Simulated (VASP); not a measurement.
A run of VASP 6.6.1 is set up as follows.

INCAR

```
SYSTEM = TaN
ALGO = Normal
EDIFF = 1E-6
ENCUT = 520
GGA = PE
ISIF = 2
ISMEAR = -1
LASPH = .TRUE.
LCHARG = .FALSE.
LREAL = .FALSE.
LWAVE = .FALSE.
NBANDS = 33
NELM = 80
PREC = Accurate
SIGMA = 0.05
```

The input KPOINTS:

```
k-points
0
G
  5 5 8
  0 0 0
```

File POSCAR:

```
TaN
1.0
    5.1850002000      0.0000000000      0.0000000000
   -2.5925001000      4.4903418900      0.0000000000
    0.0000000000      0.0000000000      2.8789205247
Ta N
3 3
Direct
    0.0000000000      0.0000000000      0.0000000000
    0.3333333333      0.6666666667      0.5000000000
    0.6666666667      0.3333333333      0.5000000000
    0.5000000000      0.0000000000      0.0000000000
    0.5000000000      0.5000000000      0.0000000000
    0.0000000000      0.5000000000      0.0000000000
```

Potentials or basis: VASP PAW PBE potentials, release 64 (Ta_pv, N).

Launch:

```bash
$ cat potpaw_PBE.64/Ta_pv/POTCAR potpaw_PBE.64/N/POTCAR > POTCAR
$ mpirun -np 1 vasp_std > vasp.out
```

Question: What does it give for the pressure?

Answer: 15.6 GPa.

Question: Estimate the band gap on the k mesh.

Answer: Zero (band 24 reaches 9.24 eV, above the bottom of band 25 at 7.04 eV).

Stress tensor (GPa, compression positive):
```
13.39  0.00  0.00
 0.00 13.39  0.00
 0.00  0.00 20.12
```

Caveat: spin-orbit coupling is left out, which moves the levels of the heavy elements.
